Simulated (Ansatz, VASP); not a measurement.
**Bi in VASP and in Ansatz**

```
Bi
1.0
     3.17227    0.00000    0.00000
     0.00000    3.15588    0.00000
    -0.07881    0.00000    6.31234
Bi
2
Direct
  0.45575 0.00000 0.25042
  0.54425 0.00000 0.74958
```

Alike in both runs: task single point; functional PBE; k mesh 10 × 10 × 6; occupations gaussian, width 0.05 eV; no spin polarisation.

|  | VASP | Ansatz |
| --- | --- | --- |
| version | VASP 6.6.1 | Ansatz 0.2.0 |
| potentials or method | VASP PAW PBE potentials, release 64 (Bi_d), cutoff 520 eV | scalar-relativistic, plane waves, PAW |
| valence electrons in the cell | 30 | 30 |

```tsv
	VASP	Ansatz	Ansatz less VASP
gap on the k mesh at the Fermi level (eV)	none	none	-
pressure (GPa)	6.1	6.1	+0.05
traceless stress, the component that is largest in VASP (GPa)	-1.29	-1.29	-0.005
rms of the force components (eV/Å)	0.005	0.005	-0.0002
```

Atom by atom the forces differ by 0.000 eV/Å (rms over components). A gap of «none» marks a metal or a gap that the smearing closes.

Spin-orbit coupling is off throughout.
